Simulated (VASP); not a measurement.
# P (R-3m) in VASP: settings compared

The runs below take P through single point, with r2SCAN, PBE.

All numbers are computed with VASP 6.6.1; they aren't measurements. Logs are shortened: lines on timing, memory, paths and dates and some standing lists are left out, and cuts for length are marked.

### 1 The cell of the first run

Symmetry: R-3m, No. 166, trigonal system. The conventional cell has a = 3.519 Å, b = 3.519 Å, c = 9.573 Å, α = 90.00°, β = 90.00°, γ = 120.00°. Within 3.1 Å of P (site symmetry 3m) lie 6 P at 2.34 to 2.88 Å.

### 2 Single point, r2SCAN

The input, POSCAR:

```
P
1.0
    1.7595715195      1.0158890905      3.1910618704
   -1.7595715195      1.0158890905      3.1910618704
    0.0000000000     -2.0317781808      3.1910618704
P
2
Direct
    0.7729197500      0.7729197500      0.7729197500
    0.2270802500      0.2270802500      0.2270802500
```

The input, INCAR.step1:

```
ALGO     = Normal         # electronic algorithm
EDIFF    = 1E-4           # SCF threshold, eV
ENCUT    = 520            # plane-wave cutoff, eV
GGA      = PE             # functional
ISMEAR   = -1             # smearing method
LASPH    = True           # aspherical terms in the spheres
LCHARG   = False          # write CHGCAR
LREAL    = False          # projectors in reciprocal space
LWAVE    = True           # write WAVECAR
NBANDS   = 12             # bands
NELM     = 100            # most SCF steps
PREC     = Accurate       # precision mode
SIGMA    = 0.05           # smearing width, eV
```

The input, INCAR.step2:

```
ALGO     = Normal         # electronic algorithm
EDIFF    = 1E-6           # SCF threshold, eV
ENCUT    = 520            # plane-wave cutoff, eV
ISIF     = 2              # what is computed and relaxed
ISMEAR   = -1             # smearing method
ISTART   = 1            
LASPH    = True           # aspherical terms in the spheres
LCHARG   = False          # write CHGCAR
LMIXTAU  = True         
LREAL    = False          # projectors in reciprocal space
LWAVE    = False          # write WAVECAR
METAGGA  = R2SCAN         # meta-GGA
NBANDS   = 12             # bands
NELM     = 100            # most SCF steps
PREC     = Accurate       # precision mode
SIGMA    = 0.05           # smearing width, eV
```

The input, KPOINTS:

```
k-points
0
Gamma
  9 9 9
```

Potentials or basis: VASP PAW PBE potentials, release 64 (P).

Launch:

```
> cat potpaw_PBE.64/P/POTCAR > POTCAR
> cp INCAR.step1 INCAR
> mpirun -np 1 vasp_std > vasp.out
> cp INCAR.step2 INCAR
> mpirun -np 1 vasp_std > vasp.out
```

OUTCAR:

```text
EDIFF = 1E-6
   ENCUT = 520
   ISIF = 2
   ISMEAR = -1
   ISTART = 1
   LASPH = True
   LREAL = False
   METAGGA = R2SCAN
   NELM = 100
   PREC = Accurate

 ion  position               nearest neighbor table
   1  0.773  0.773  0.773-   2 2.34   2 2.34   2 2.34   2 2.88   2 2.88   2 2.88
   2  0.227  0.227  0.227-   1 2.34   1 2.34   1 2.34   1 2.88   1 2.88   1 2.88

  LATTYP: Found a trigonal (rhomboedric) cell.
 ALAT       =     3.7829880303
 COS(alpha) =     0.5673129382

  Lattice vectors:

 A1 = (   1.7595715195,   1.0158890905,   3.1910618704)
 A2 = (  -1.7595715195,   1.0158890905,   3.1910618704)
 A3 = (   0.0000000000,  -2.0317781808,   3.1910618704)

Analysis of symmetry for initial positions (statically):
=====================================================================
 Subroutine PRICEL returns:
 Original cell was already a primitive cell.

 Routine SETGRP: Setting up the symmetry group for a
 trigonal (rhombohedral) supercell.

 Subroutine GETGRP returns: Found 12 space group operations
 (whereof 12 operations were pure point group operations)
 out of a pool of 12 trial point group operations.

The static configuration has the point symmetry D_3d.

Analysis of symmetry for dynamics (positions and initial velocities):
=====================================================================
 Subroutine PRICEL returns:
 Original cell was already a primitive cell.

 Routine SETGRP: Setting up the symmetry group for a
 trigonal (rhombohedral) supercell.

 Subroutine GETGRP returns: Found 12 space group operations
 (whereof 12 operations were pure point group operations)
 out of a pool of 12 trial point group operations.

The dynamic configuration has the point symmetry D_3d.

 Subroutine INISYM returns: Found 12 space group operations
 (whereof 12 operations are pure point group operations),
 and found     1 'primitive' translations

----------------------------------------------------------------------------------------

                                     Primitive cell

  volume of cell :      34.2247

  direct lattice vectors                    reciprocal lattice vectors
     1.759571519  1.015889090  3.191061870     0.284160089  0.164059904  0.104458436
    -1.759571519  1.015889090  3.191061870    -0.284160089  0.164059904  0.104458436
     0.000000000 -2.031778181  3.191061870     0.000000000 -0.328119808  0.104458436

  length of vectors
     3.782988030  3.782988030  3.782988030     0.344346008  0.344346008  0.344346008

  position of ions in fractional coordinates (direct lattice)
     0.772919750  0.772919750  0.772919750
     0.227080250  0.227080250  0.227080250

  ion indices of the primitive-cell ions
   primitive index   ion index
                 1           1
                 2           2

----------------------------------------------------------------------------------------

 KPOINTS: k-points

Automatic generation of k-mesh.
 Grid dimensions read from file:
 generate k-points for:    9    9    9

 Generating k-lattice:

  Cartesian coordinates                     Fractional coordinates (reciprocal lattice)
     0.031573343  0.018228878  0.011606493     0.111111111 -0.000000000  0.000000000
    -0.031573343  0.018228878  0.011606493    -0.000000000  0.111111111  0.000000000
     0.000000000 -0.036457756  0.011606493     0.000000000  0.000000000  0.111111111

  Length of vectors
     0.038260668  0.038260668  0.038260668

  Shift w.r.t. Gamma in fractional coordinates (k-lattice)
     0.000000000  0.000000000  0.000000000

 Subroutine IBZKPT returns following result:
 ===========================================

 Found     85 irreducible k-points:

 Following reciprocal coordinates:
            Coordinates               Weight
  0.000000  0.000000  0.000000      1.000000
  0.111111  0.000000  0.000000      6.000000
  0.222222  0.000000  0.000000      6.000000
  0.333333  0.000000  0.000000      6.000000
  0.444444  0.000000  0.000000      6.000000
  0.111111  0.111111  0.000000      6.000000
[... 16 lines left out ...]
 -0.333333  0.333333  0.000000      6.000000
  0.444444  0.444444  0.000000      6.000000
 [... further k-points ...]
   k-points           NKPTS =     85   k-points in BZ     NKDIM =     85   number of bands    NBANDS=     12
   number of dos      NEDOS =    301   number of ions     NIONS =      2
   total plane-waves  NPLWV =  21952
   dimension x,y,z NGX =    28 NGY =   28 NGZ =   28
   dimension x,y,z NGXF=    56 NGYF=   56 NGZF=   56
   ions per type =               2
   NGX,Y,Z   is equivalent  to a cutoff of  12.30, 12.30, 12.30 a.u.
   NGXF,Y,Z  is equivalent  to a cutoff of  24.61, 24.61, 24.61 a.u.
 SYSTEM =  unknown system
   PREC   = accura    normal or accurate (medium, high low for compatibility)
   ISTART =      1    job   : 0-new  1-cont  2-samecut
   ICHARG =      0    charge: 1-file 2-atom 10-const
   ISPIN  =      1    spin polarized calculation?
   LNONCOLLINEAR =      F non collinear calculations
   LSORBIT =      F    spin-orbit coupling
   LASPH  =      T    aspherical Exc in radial PAW
   ENCUT  =  520.0 eV  38.22 Ry    6.18 a.u.   7.03  7.03  7.03*2*pi/ulx,y,z
   NELM   =    100;   NELMIN=  2; NELMDL=  0     # of ELM steps
   EDIFF  = 0.1E-05   stopping-criterion for ELM
   LREAL  =      F    real-space projection
   EDIFFG = 0.1E-04   stopping-criterion for IOM
   NSW    =      0    number of steps for IOM
   IBRION =     -1    ionic relax: 0-MD 1-quasi-New 2-CG
   NFREE  =      0    steps in history (QN), initial steepest desc. (CG)
   ISIF   =      2    stress and relaxation
   ISYM   =      2    0-nonsym 1-usesym 2-fastsym
   POTIM  = 0.5000    time-step for ionic-motion
   TEBEG  =    0.0;   TEEND  =   0.0 temperature during run
   PSTRESS=    0.0 pullay stress
   NELECT =      10.0000    total number of electrons
   NUPDOWN=      -1.0000    fix difference up-down
   EMIN   =  10.00;   EMAX   =-10.00  energy-range for DOS
   EFERMI =   0.00;   METHOD = LEGACY
   ISMEAR =    -1;   SIGMA  =   0.05  broadening in eV -4-tet -1-fermi 0-gaus
   EFERMI_NEDOS =   21; number of points for ismear=-14 and -15
   IALGO  =     38    algorithm
   IMIX   =      4    mixing-type and parameters
     AMIX     =   0.40;   BMIX     =  1.00
     AMIX_MAG =   1.60;   BMIX_MAG =  1.00
  volume/ion in A,a.u.               =      17.11       115.48
  Fermi-wavevector in a.u.,A,eV,Ry     =   1.086330  2.052865 16.056397  1.180112
  Thomas-Fermi vector in A             =   2.222464
   LORBIT       =      0    0 simple, 1 ext, 2 COOP (PROOUT), +10 PAW based schemes
   METAGGA = R2SCAN    functional components
   LHFCALC =     F    Hartree Fock is set to
   AEXX    =    0.0000 exact exchange contribution
   IVDW    =     0    specifies the selected vdW correction
   LEPSILON=     F    determine dielectric tensor
   LRPA    =     F    only Hartree local field effects (RPA)
 non-spin polarized calculation
  energy-cutoff  :      520.00
  volume of cell :       34.22
 maximum number of plane-waves:       939
   NGX = 15   NGY = 15   NGZ = 15

 number of electron      10.0000000 magnetization

 Free energy of the ion-electron system (eV)
  ---------------------------------------------------
  ext. energy  EPLUGINS =         0.00000000
  ---------------------------------------------------
  free energy    TOTEN  =       -17.75246081 eV

  energy without entropy =      -17.75092661  energy(sigma->0) =      -17.75169371

 E-fermi :   8.2887     XC(G=0): -11.0198

 val. band max:        8.2243567838   @ k =   0.3333   0.1111   0.1111
 cond. band min:       8.2934772646   @ k =   0.4444   0.4444   0.4444
 fundamental gap:      0.0691204808
 Fermi energy:         8.2886938996

 k-point     1 :       0.0000    0.0000    0.0000
  band No.  band energies     occupation
      1      -8.5914      2.00000
      2       4.1479      2.00000
      3       4.9749      2.00000
      4       5.1565      2.00000
      5       5.1565      2.00000
      6       9.6761      0.00000
      7      10.9561      0.00000
      8      10.9561      0.00000
      9      14.4006      0.00000
     10      14.4006      0.00000
     11      15.7135      0.00000
     12      15.8013      0.00000

 k-point     2 :       0.1111    0.0000    0.0000
  band No.  band energies     occupation
      1      -8.3919      2.00000
      2       2.7175      2.00000
      3       4.8912      2.00000
      4       5.0147      2.00000
      5       5.8881      2.00000
      6      10.0624      0.00000
      7      10.8341      0.00000
      8      10.9027      0.00000
      9      13.4136      0.00000
     10      13.9152      0.00000
     11      14.5986      0.00000
     12      17.3088      0.00000

 k-point     3 :       0.2222    0.0000    0.0000
  band No.  band energies     occupation
      1      -7.7979      2.00000
      2       0.5633      2.00000
      3       4.7097      2.00000
      4       4.7098      2.00000
      5       6.6005      2.00000
      6       9.7284      0.00000
      7      10.1529      0.00000
      8      10.3596      0.00000
      9      13.7945      0.00000
     10      14.4947      0.00000
     11      14.6480      0.00000
     12      19.8116      0.00000

 k-point     4 :       0.3333    0.0000    0.0000
  band No.  band energies     occupation
      1      -6.8290      2.00000
      2      -1.5972      2.00000
      3       4.4293      2.00000
      4       4.6738      2.00000
      5       7.0960      2.00000
      6       8.9109      0.00001
      7       9.2501      0.00000
      8       9.3683      0.00000
      9      15.2749      0.00000
     10      15.9853      0.00000
     11      16.5258      0.00000
     12      22.1415      0.00000

 k-point     5 :       0.4444    0.0000    0.0000
  band No.  band energies     occupation
      1      -5.5839      2.00000
      2      -3.4731      2.00000
      3       4.2739      2.00000
      4       4.7374      2.00000
      5       7.4518      2.00000
      6       8.1991      1.71434
      7       8.6022      0.00377
      8       8.9154      0.00001
      9      16.8027      0.00000
     10      18.3466      0.00000
     11      19.0525      0.00000
     12      20.0434      0.00000
[... 228 lines left out ...]
      1      -5.7017      2.00000
      2      -1.4312      2.00000
      3       1.3642      2.00000
      4       2.9949      2.00000
      5       3.6810      2.00000
      6       9.7228      0.00000
      7      13.2765      0.00000
      8      13.9344      0.00000
      9      14.5346      0.00000
     10      18.7531      0.00000
     11      19.5180      0.00000
     12      21.0375      0.00000

 k-point    22 :      -0.4444    0.3333    0.0000
  band No.  band energies     occupation
      1      -4.7139      2.00000
      2      -2.7074      2.00000
      3       0.6151      2.00000
      4       3.3072      2.00000
      5       3.8485      2.00000
      6      11.3514      0.00000
      7      12.3556      0.00000
      8      12.7475      0.00000
      9      15.0544      0.00000
     10      18.1360      0.00000
     11      19.2805      0.00000
     12      21.3511      0.00000

 k-point    23 :      -0.3333    0.3333    0.0000
  band No.  band energies     occupation
      1      -4.0663      2.00000
      2      -3.7232      2.00000
      3       0.6169      2.00000
      4       3.9427      2.00000
      5       4.3747      2.00000
      6      10.6761      0.00000
      7      11.4546      0.00000
      8      14.2896      0.00000
      9      14.6225      0.00000
     10      15.9934      0.00000
     11      18.3030      0.00000
     12      21.4798      0.00000

 k-point    24 :       0.4444    0.4444    0.0000
  band No.  band energies     occupation
      1      -5.2543      2.00000
      2      -1.7892      2.00000
      3       1.3873      2.00000
      4       2.7692      2.00000
      5       2.9395      2.00000
      6       8.8155      0.00005
      7      14.1592      0.00000
      8      15.6030      0.00000
      9      16.0313      0.00000
     10      17.4731      0.00000
     11      21.3205      0.00000
     12      21.3862      0.00000

 [... further k-points ...]
[... 5 lines left out ...]
  --------------------------------------------------------------------------------------
  -------------------------------------------------------------------------------------
  Total       -1.1057721     -1.1057721     -0.8334051      0.0000000     -0.0000000      0.0000000
  in kB      -51.7650347    -51.7650347    -39.0145899      0.0000000     -0.0000000      0.0000000
  external PRESSURE =     -47.5148864 kB  Pullay stress =       0.0000000 kB

 VOLUME and BASIS-vectors are now :
 -----------------------------------------------------------------------------
  energy-cutoff  :      520.00
  volume of cell :       34.22
      direct lattice vectors                 reciprocal lattice vectors
     1.759571519  1.015889090  3.191061870     0.284160089  0.164059904  0.104458436
    -1.759571519  1.015889090  3.191061870    -0.284160089  0.164059904  0.104458436
     0.000000000 -2.031778181  3.191061870     0.000000000 -0.328119808  0.104458436

 POSITION                                       TOTAL-FORCE (eV/Angst)
 -----------------------------------------------------------------------------------
      0.00000      0.00000      7.39930         0.000000      0.000000      0.438606
      0.00000      0.00000      2.17388         0.000000     -0.000000     -0.438606
 -----------------------------------------------------------------------------------
    total drift:                                0.000000     -0.000000     -0.000000

  FREE ENERGIE OF THE ION-ELECTRON SYSTEM (eV)
  ---------------------------------------------------
  free  energy   TOTEN  =       -17.7524608139 eV

  energy  without entropy=      -17.7509266050  energy(sigma->0) =      -17.75169371
```

Run time: 71 s. Hardware: 1 thread of Intel Xeon Platinum 8488C (Sapphire Rapids), shared host; peak memory 0.16 GiB.

What came out:

```yaml
Free_energy: -17.7525 eV
Pressure: -4.8 GPa
Largest_force: 0.439 eV/Å
Band_gap_on_the_k_mesh: zero (band 5 reaches 8.79 eV, above the bottom of band 6 at 8.20 eV)
```

Forces in eV/Å, atoms in the order of the input:
```
P    0.000  0.000  0.439
P    0.000  0.000 -0.439
```

Stress tensor (GPa, compression positive):
```
-5.18  0.00  0.00
 0.00 -5.18  0.00
 0.00  0.00 -3.90
```

Levels at points of the mesh, in eV from the Fermi level:
| k point | band 3 | band 4 | band 5 | band 6 | band 7 | band 8 |
| --- | --- | --- | --- | --- | --- | --- |
| (0.00, 0.00, 0.00) | -3.31 | -3.13 | -3.13 | 1.39 | 2.67 | 2.67 |

Caveat: the PAW data sets were made with another functional, which shifts forces and pressure a little.

### 3 Single point, PBE

This run uses another cell than the first one, of 16.14 Å³/atom, 0.943 times its volume.

The input, INCAR:

```
SYSTEM = P
PREC     = Accurate       ! precision mode
ENCUT    = 500            ! plane-wave cutoff, eV
EDIFF    = 1E-6           ! SCF threshold, eV
ISMEAR   = -1             ! smearing method
SIGMA    = 0.02           ! smearing width, eV
LREAL    = .FALSE.        ! projectors in reciprocal space
LASPH    = .TRUE.         ! aspherical terms in the spheres
NELM     = 120            ! most SCF steps
ALGO     = Normal         ! electronic algorithm
ISIF     = 2              ! what is computed and relaxed
LWAVE    = .FALSE.        ! write WAVECAR
LCHARG   = .FALSE.        ! write CHGCAR
GGA      = PE             ! functional
NBANDS   = 12             ! bands
GGA_COMPAT= .FALSE.
```

The input, KPOINTS:

```
Automatic mesh
0
G
  6 6 6
  0 0 0
```

The input, POSCAR:

```
P
1.0
    1.7257251780      0.9963478961      3.1296800121
   -1.7257251780      0.9963478961      3.1296800121
    0.0000000000     -1.9926957921      3.1296800121
P
2
Direct
    0.7729197500      0.7729197500      0.7729197500
    0.2270802500      0.2270802500      0.2270802500
```

Potentials or basis: VASP PAW PBE potentials, release 64 (P).

Launch:

```
> cat potpaw_PBE.64/P/POTCAR > POTCAR
> mpirun -np 1 vasp_std > vasp.out
```

Run time: 19 s. Hardware: 1 thread of Intel Xeon 8259CL, shared host; peak memory 0.15 GiB.

The run converged. Its results:

```yaml
Free_energy: -10.6745 eV
Pressure: 1.2 GPa
Largest_force: 0.029 eV/Å
Band_gap_on_the_k_mesh: zero (band 5 reaches 9.45 eV, above the bottom of band 6 at 8.77 eV)
```

Forces on the atoms (eV/Å):
```
P    0.000  0.000  0.029
P    0.000  0.000 -0.029
```

Stress tensor (GPa, compression positive):
```
1.63 0.00 0.00
0.00 1.63 0.00
0.00 0.00 0.34
```

Levels at points of the mesh, in eV from the Fermi level:
```csv
k point,band 2,band 3,band 4,band 5,band 6,band 7,band 8,band 9
"(0.00, 0.00, 0.00)",-3.76,-3.28,-3.01,-3.01,1.25,2.53,2.53,5.68
"(0.50, 0.00, 0.00)",-12.04,-3.96,-3.51,-0.82,-0.31,0.04,0.41,8.62
"(0.50, 0.50, 0.00)",-10.17,-6.95,-5.53,-5.52,-0.02,6.00,7.37,8.21
"(0.50, 0.50, 0.50)",-11.04,-2.93,-2.93,-0.24,-0.24,0.05,2.17,8.61
```

Caveat: the k points lie up to 0.37 Å⁻¹ apart.
